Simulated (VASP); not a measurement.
# Cd (R-3m) in VASP: further runs

The runs below take Cd through single point, relaxation of cell and atoms, with PBE.

Everything below comes from runs of VASP 6.6.1. Logs are shortened: lines on timing, memory, paths and dates and some standing lists are left out, and cuts for length are marked.

### 1 The cell of the first run

The structure is trigonal, space group R-3m (No. 166). The conventional cell has a = 3.325 Å, b = 3.325 Å, c = 7.226 Å, α = 90.00°, β = 90.00°, γ = 120.00°. Within 4.1 Å of Cd (site symmetry -3m) lie 12 Cd at 3.08 to 3.32 Å.

### 2 Single point, PBE

The input, INCAR:

```
ALGO = Normal
EDIFF = 1E-7
ENCUT = 520
GGA = PE
ISIF = 2
ISMEAR = 0
LASPH = T
LCHARG = F
LREAL = F
LWAVE = F
NBANDS = 12
NELM = 100
PREC = Accurate
SIGMA = 0.1
```

The input, KPOINTS:

```
k-points
0
Gamma
  18 18 18
```

The input, POSCAR:

```
Cd
1.0
    1.6623854934      0.9597787121      2.4088012836
   -1.6623854934      0.9597787121      2.4088012836
    0.0000000000     -1.9195574243      2.4088012836
Cd
1
Direct
    0.0000000000      0.0000000000      0.0000000000
```

Potentials or basis: VASP PAW PBE potentials, release 64 (Cd).

On the command line:

```
$ cat potpaw_PBE.64/Cd/POTCAR > POTCAR
$ mpirun -np 1 vasp_std > vasp.out
```

OUTCAR:

```text
EDIFF = 1E-7
   ENCUT = 520
   GGA = PE
   ISIF = 2
   ISMEAR = 0
   LASPH = T
   LREAL = F
   NELM = 100
   PREC = Accurate

 ion  position               nearest neighbor table
   1  0.000  0.000  0.000-

  LATTYP: Found a trigonal (rhomboedric) cell.
 ALAT       =     3.0801013504
 COS(alpha) =     0.4174094146

  Lattice vectors:

 A1 = (   1.6623854934,   0.9597787121,   2.4088012836)
 A2 = (  -1.6623854934,   0.9597787121,   2.4088012836)
 A3 = (   0.0000000000,  -1.9195574243,   2.4088012836)

Analysis of symmetry for initial positions (statically):
=====================================================================
 Subroutine PRICEL returns:
 Original cell was already a primitive cell.

 Routine SETGRP: Setting up the symmetry group for a
 trigonal (rhombohedral) supercell.

 Subroutine GETGRP returns: Found 12 space group operations
 (whereof 12 operations were pure point group operations)
 out of a pool of 12 trial point group operations.

The static configuration has the point symmetry D_3d.

Analysis of symmetry for dynamics (positions and initial velocities):
=====================================================================
 Subroutine PRICEL returns:
 Original cell was already a primitive cell.

 Routine SETGRP: Setting up the symmetry group for a
 trigonal (rhombohedral) supercell.

 Subroutine GETGRP returns: Found 12 space group operations
 (whereof 12 operations were pure point group operations)
 out of a pool of 12 trial point group operations.

The dynamic configuration has the point symmetry D_3d.

 Subroutine INISYM returns: Found 12 space group operations
 (whereof 12 operations are pure point group operations),
 and found     1 'primitive' translations

----------------------------------------------------------------------------------------

                                     Primitive cell

  volume of cell :      23.0598

  direct lattice vectors                    reciprocal lattice vectors
     1.662385493  0.959778712  2.408801284     0.300772596  0.173651139  0.138381416
    -1.662385493  0.959778712  2.408801284    -0.300772596  0.173651139  0.138381416
     0.000000000 -1.919557424  2.408801284     0.000000000 -0.347302278  0.138381416

  length of vectors
     3.080101350  3.080101350  3.080101350     0.373855973  0.373855973  0.373855973

  position of ions in fractional coordinates (direct lattice)
     0.000000000  0.000000000  0.000000000

  ion indices of the primitive-cell ions
   primitive index   ion index
                 1           1

----------------------------------------------------------------------------------------

 KPOINTS: k-points

Automatic generation of k-mesh.
 Grid dimensions read from file:
 generate k-points for:   18   18   18

 Generating k-lattice:

  Cartesian coordinates                     Fractional coordinates (reciprocal lattice)
     0.016709589  0.009647286  0.007687856     0.055555556 -0.000000000  0.000000000
    -0.016709589  0.009647286  0.007687856    -0.000000000  0.055555556  0.000000000
     0.000000000 -0.019294571  0.007687856     0.000000000  0.000000000  0.055555556

  Length of vectors
     0.020769776  0.020769776  0.020769776

  Shift w.r.t. Gamma in fractional coordinates (k-lattice)
     0.000000000  0.000000000  0.000000000

 Subroutine IBZKPT returns following result:
 ===========================================

 Found    580 irreducible k-points:

 Following reciprocal coordinates:
            Coordinates               Weight
  0.000000  0.000000  0.000000      1.000000
  0.055556  0.000000 -0.000000      6.000000
  0.111111  0.000000 -0.000000      6.000000
  0.166667 -0.000000 -0.000000      6.000000
  0.222222  0.000000  0.000000      6.000000
  0.277778  0.000000 -0.000000      6.000000
[... 16 lines left out ...]
 -0.277778  0.055556  0.000000     12.000000
 -0.222222  0.055556  0.000000     12.000000
 [... further k-points ...]
   k-points           NKPTS =    580   k-points in BZ     NKDIM =    580   number of bands    NBANDS=     12
   number of dos      NEDOS =    301   number of ions     NIONS =      1
   total plane-waves  NPLWV =  13824
   dimension x,y,z NGX =    24 NGY =   24 NGZ =   24
   dimension x,y,z NGXF=    48 NGYF=   48 NGZF=   48
   ions per type =               1
   NGX,Y,Z   is equivalent  to a cutoff of  12.95, 12.95, 12.95 a.u.
   NGXF,Y,Z  is equivalent  to a cutoff of  25.91, 25.91, 25.91 a.u.
 SYSTEM =  unknown system
   PREC   = accura    normal or accurate (medium, high low for compatibility)
   ISTART =      0    job   : 0-new  1-cont  2-samecut
   ICHARG =      2    charge: 1-file 2-atom 10-const
   ISPIN  =      1    spin polarized calculation?
   LNONCOLLINEAR =      F non collinear calculations
   LSORBIT =      F    spin-orbit coupling
   LASPH  =      T    aspherical Exc in radial PAW
   ENCUT  =  520.0 eV  38.22 Ry    6.18 a.u.   5.73  5.73  5.73*2*pi/ulx,y,z
   NELM   =    100;   NELMIN=  2; NELMDL= -5     # of ELM steps
   EDIFF  = 0.1E-06   stopping-criterion for ELM
   LREAL  =      F    real-space projection
   EDIFFG = 0.1E-05   stopping-criterion for IOM
   NSW    =      0    number of steps for IOM
   IBRION =     -1    ionic relax: 0-MD 1-quasi-New 2-CG
   NFREE  =      0    steps in history (QN), initial steepest desc. (CG)
   ISIF   =      2    stress and relaxation
   ISYM   =      2    0-nonsym 1-usesym 2-fastsym
   POTIM  = 0.5000    time-step for ionic-motion
   TEBEG  =    0.0;   TEEND  =   0.0 temperature during run
   PSTRESS=    0.0 pullay stress
   NELECT =      12.0000    total number of electrons
   NUPDOWN=      -1.0000    fix difference up-down
   EMIN   =  10.00;   EMAX   =-10.00  energy-range for DOS
   EFERMI =   0.00;   METHOD = LEGACY
   ISMEAR =     0;   SIGMA  =   0.10  broadening in eV -4-tet -1-fermi 0-gaus
   EFERMI_NEDOS =   21; number of points for ismear=-14 and -15
   IALGO  =     38    algorithm
   IMIX   =      4    mixing-type and parameters
     AMIX     =   0.40;   BMIX     =  1.00
     AMIX_MAG =   1.60;   BMIX_MAG =  1.00
  volume/ion in A,a.u.               =      23.06       155.62
  Fermi-wavevector in a.u.,A,eV,Ry     =   1.316791  2.488374 23.591670  1.733939
  Thomas-Fermi vector in A             =   2.446878
   LORBIT       =      0    0 simple, 1 ext, 2 COOP (PROOUT), +10 PAW based schemes
   GGA     = PE    functional components
   LHFCALC =     F    Hartree Fock is set to
   AEXX    =    0.0000 exact exchange contribution
   IVDW    =     0    specifies the selected vdW correction
   LEPSILON=     F    determine dielectric tensor
   LRPA    =     F    only Hartree local field effects (RPA)
 non-spin polarized calculation
 Gauss-broadening in eV      SIGMA  =   0.10
  energy-cutoff  :      520.00
  volume of cell :       23.06
 maximum number of plane-waves:       636
   NGX = 11   NGY = 11   NGZ = 11

 number of electron      12.0000004 magnetization

 Free energy of the ion-electron system (eV)
  ---------------------------------------------------
  ext. energy  EPLUGINS =         0.00000000
  ---------------------------------------------------
  free energy    TOTEN  =        -0.74304137 eV

  energy without entropy =       -0.74157021  energy(sigma->0) =       -0.74230579

 E-fermi :   2.4301     XC(G=0): -10.6901

 val. band max:        2.4234829809   @ k =  -0.4444  -0.4444   0.1667
 cond. band min:       2.4304874146   @ k =  -0.2778   0.4444   0.1111
 fundamental gap:      0.0070044337
 Fermi energy:         2.4300958327

 k-point     1 :       0.0000    0.0000    0.0000
  band No.  band energies     occupation
      1      -6.7264      2.00000
      2      -6.7264      2.00000
      3      -6.3748      2.00000
      4      -6.1135      2.00000
      5      -6.1135      2.00000
      6      -5.9104      2.00000
      7      15.3535      0.00000
      8      15.6533      0.00000
      9      15.6533      0.00000
     10      19.1470      0.00000
     11      19.1470      0.00000
     12      20.1632      0.00000

 k-point     2 :       0.0556    0.0000   -0.0000
  band No.  band energies     occupation
      1      -6.7220      2.00000
      2      -6.7213      2.00000
      3      -6.3685      2.00000
      4      -6.1156      2.00000
      5      -6.1154      2.00000
      6      -5.8386      2.00000
      7      14.5358      0.00000
      8      15.4417      0.00000
      9      15.5919      0.00000
     10      19.3058      0.00000
     11      19.5324      0.00000
     12      20.5230      0.00000

 k-point     3 :       0.1111    0.0000   -0.0000
  band No.  band energies     occupation
      1      -6.7222      2.00000
      2      -6.7086      2.00000
      3      -6.3459      2.00000
      4      -6.1193      2.00000
      5      -6.1191      2.00000
      6      -5.6156      2.00000
      7      12.6800      0.00000
      8      15.4092      0.00000
      9      15.4365      0.00000
     10      19.5641      0.00000
     11      19.7437      0.00000
     12      20.3159      0.00000

 k-point     4 :       0.1667   -0.0000   -0.0000
  band No.  band energies     occupation
      1      -6.7458      2.00000
      2      -6.6955      2.00000
      3      -6.3099      2.00000
      4      -6.1178      2.00000
      5      -6.1133      2.00000
      6      -5.2305      2.00000
      7      10.7000      0.00000
      8      15.2410      0.00000
      9      15.3501      0.00000
     10      19.2835      0.00000
     11      20.1431      0.00000
     12      20.3408      0.00000

 k-point     5 :       0.2222    0.0000    0.0000
  band No.  band energies     occupation
      1      -6.7931      2.00000
      2      -6.6907      2.00000
      3      -6.2858      2.00000
      4      -6.1033      2.00000
      5      -6.0752      2.00000
      6      -4.6805      2.00000
      7       8.7476      0.00000
      8      15.0450      0.00000
      9      15.2439      0.00000
     10      18.7694      0.00000
     11      20.0874      0.00000
     12      20.3744      0.00000
[... 228 lines left out ...]
      1      -6.9528      2.00000
      2      -6.7359      2.00000
      3      -6.3212      2.00000
      4      -5.9892      2.00000
      5      -5.8442      2.00000
      6      -1.6884      2.00000
      7       3.0053      0.00000
      8      13.2351      0.00000
      9      14.9430      0.00000
     10      17.2321      0.00000
     11      18.6121      0.00000
     12      20.1732      0.00000

 k-point    22 :      -0.3333    0.0556    0.0000
  band No.  band energies     occupation
      1      -6.9086      2.00000
      2      -6.7161      2.00000
      3      -6.3079      2.00000
      4      -6.0207      2.00000
      5      -5.9195      2.00000
      6      -2.7440      2.00000
      7       4.6456      0.00000
      8      13.1290      0.00000
      9      15.2935      0.00000
     10      17.6957      0.00000
     11      18.7390      0.00000
     12      20.6390      0.00000

 k-point    23 :      -0.2778    0.0556    0.0000
  band No.  band energies     occupation
      1      -6.8540      2.00000
      2      -6.6966      2.00000
      3      -6.2926      2.00000
      4      -6.0612      2.00000
      5      -6.0043      2.00000
      6      -3.6512      2.00000
      7       6.3974      0.00000
      8      13.1328      0.00000
      9      15.6187      0.00000
     10      18.3148      0.00000
     11      19.0221      0.00000
     12      20.8391      0.00000

 k-point    24 :      -0.2222    0.0556    0.0000
  band No.  band energies     occupation
      1      -6.7988      2.00000
      2      -6.6850      2.00000
      3      -6.2859      2.00000
      4      -6.1083      2.00000
      5      -6.0686      2.00000
      6      -4.4040      2.00000
      7       8.2480      0.00000
      8      13.2370      0.00000
      9      15.8581      0.00000
     10      19.0281      0.00000
     11      19.4385      0.00000
     12      20.6616      0.00000

 [... further k-points ...]

------------------------ aborting loop because EDIFF is reached ----------------------------------------

  FORCE on cell =-STRESS in cart. coord.  units (eV):
  Direction    XX          YY          ZZ          XY          YZ          ZX
  --------------------------------------------------------------------------------------
  -------------------------------------------------------------------------------------
  Total        0.0241546      0.0241546      0.0416377     -0.0000000     -0.0000000      0.0000000
  in kB        1.6782449      1.6782449      2.8929618     -0.0000000     -0.0000000      0.0000000
  external PRESSURE =       2.0831505 kB  Pullay stress =       0.0000000 kB

 VOLUME and BASIS-vectors are now :
 -----------------------------------------------------------------------------
  energy-cutoff  :      520.00
  volume of cell :       23.06
      direct lattice vectors                 reciprocal lattice vectors
     1.662385493  0.959778712  2.408801284     0.300772596  0.173651139  0.138381416
    -1.662385493  0.959778712  2.408801284    -0.300772596  0.173651139  0.138381416
     0.000000000 -1.919557424  2.408801284     0.000000000 -0.347302278  0.138381416

 POSITION                                       TOTAL-FORCE (eV/Angst)
 -----------------------------------------------------------------------------------
      0.00000      0.00000      0.00000        -0.000000      0.000000      0.000000
 -----------------------------------------------------------------------------------
    total drift:                                0.000000      0.000000      0.000000

  FREE ENERGIE OF THE ION-ELECTRON SYSTEM (eV)
  ---------------------------------------------------
  free  energy   TOTEN  =        -0.7430413707 eV

  energy  without entropy=       -0.7415702104  energy(sigma->0) =       -0.74230579
```

It took 32 s on 1 thread of Intel Xeon 6975P-C (Granite Rapids), shared host; peak memory 0.26 GiB.

What came out:

```
Free energy            : -0.7430 eV
Pressure               : 0.2 GPa
Band gap on the k mesh : zero (band 6 reaches 4.26 eV, above the bottom of band 7 at 0.62 eV)
```

### 3 Relaxation of cell and atoms, PBE

This run uses another cell than the first one, of 21.94 Å³/atom, 0.951 times its volume.

The input, INCAR:

```
SYSTEM = Cd
PREC = Accurate
ENCUT = 600
EDIFF = 1E-7
ISMEAR = 0
SIGMA = 0.1
LREAL = .FALSE.
LASPH = .TRUE.
NELM = 100
ALGO = Normal
ISIF = 3
LWAVE = .FALSE.
LCHARG = .FALSE.
GGA = PE
IBRION = 2
NSW = 100
EDIFFG = -0.005
```

The input, KPOINTS:

```
regular mesh
0
G
  18 18 18
  0 0 0
```

The input, POSCAR:

```
Cd
1.0
    1.6080291515      0.9283960635      2.4492874100
   -1.6080291515      0.9283960635      2.4492874100
    0.0000000000     -1.8567921270      2.4492874100
Cd
1
Direct
    0.0000000000      0.0000000000      0.0000000000
```

Potentials or basis: VASP PAW PBE potentials, release 64 (Cd).

On the command line:

```
$ cat potpaw_PBE.64/Cd/POTCAR > POTCAR
$ mpirun -np 1 vasp_std > vasp.out
```

Run time: 2.1 min. Hardware: 1 thread of Intel Xeon 6975P-C (Granite Rapids), shared host; peak memory 0.3 GiB.

The run converged. Its results:

- Free energy: -0.7409 eV
- Relaxed volume: 22.97 Å³/atom
- Relaxed cell: a = 3.122 Å, b = 3.122 Å, c = 3.122 Å, α = 63.05°, β = 63.05°, γ = 63.05°
- Space group after relaxing (to 0.05 Å): R-3m (No. 166)
- Energy gained by relaxing: 6.6 meV/atom
- Ionic steps: 3
- Pressure after relaxing: 0.0 GPa
- Band gap on the k mesh: zero (band 6 reaches 4.23 eV, above the bottom of band 7 at 0.82 eV)

The path:
```csv
step,energy change (eV),largest force (eV/Å),pressure (GPa),volume (Å³)
1,0.0000,0.0000,2.17,21.94
2,-0.0066,0.0000,0.13,22.90
3,-0.0066,0.0000,0.00,22.97
```

Final structure:
```
CELL_PARAMETERS angstrom
1.63235 0.94244 2.48858
-1.63235 0.94244 2.48858
0.00000 -1.88488 2.48858
ATOMIC_POSITIONS crystal
Cd 0.00000 0.00000 0.00000
```

Levels at points of the mesh, in eV from the Fermi level:
| k point | band 4 | band 5 | band 6 | band 7 | band 8 | band 9 |
| --- | --- | --- | --- | --- | --- | --- |
| (0.00, 0.00, 0.00) | -8.58 | -8.58 | -8.39 | 13.31 | 13.74 | 13.74 |
| (0.50, 0.00, 0.00) | -8.33 | -8.21 | -2.21 | -1.64 | 12.09 | 12.28 |
| (0.50, 0.50, 0.00) | -8.18 | -8.14 | -0.65 | 1.24 | 5.94 | 7.40 |
| (0.50, 0.50, 0.50) | -8.21 | -8.21 | -1.74 | -0.54 | 11.13 | 11.13 |
